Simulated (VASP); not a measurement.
W: single point with r2SCAN

W:

```
CELL_PARAMETERS angstrom
0.00000 2.25838 2.03000
2.03000 0.00000 2.03000
2.03000 2.25838 0.00000
ATOMIC_POSITIONS crystal
W 0.00000 0.00000 0.00000
```

This cell differs from its parent crystal: strain +0.1125 x Voigt [0, 1, 0, 0, 0, 0].

```yaml
Program: VASP 6.6.1
Task: single point
Functional: r2SCAN
Potentials_or_basis: VASP PAW PBE potentials, release 64 (W_sv)
Cutoff: 520 eV
k_mesh: 20 × 20 × 20
Occupations: gaussian, width 0.15 eV
Spin: no spin polarisation
```

- Pressure: -30.8 GPa
- Band gap on the k mesh: zero (bands 7 and 8 overlap by 3.30 eV)

Stress tensor (GPa, compression positive):
```
-35.47   0.00   0.00
  0.00 -21.60   0.00
  0.00   0.00 -35.47
```

Levels at points of the mesh, in eV from the Fermi level:
```csv
k point,band 4,band 5,band 6,band 7,band 8,band 9,band 10,band 11
"(0.00, 0.00, 0.00)",-39.18,-9.04,-1.65,-0.11,-0.11,1.02,3.10,13.12
"(0.50, 0.00, 0.00)",-39.23,-5.45,-1.54,-0.06,-0.01,3.88,4.39,8.89
"(0.50, 0.50, 0.00)",-39.50,-5.02,-4.20,2.86,3.90,3.96,5.40,9.96
"(0.50, 0.00, 0.50)",-39.38,-5.30,-4.24,0.90,4.44,4.65,4.65,9.72
```

It took 6 min on 1 thread of AMD EPYC 9R45 96-Core Processor (Zen 5), with other jobs on the host, peak memory 0.24 GiB.

Caveat: the cell differs from its parent crystal (strain +0.1125 x Voigt [0, 1, 0, 0, 0, 0]); the stress differs along the axes, from -35 to -22 GPa; the PAW data sets were made with another functional, which shifts forces and pressure a little; spin-orbit coupling is left out, which moves the levels of the heavy elements.
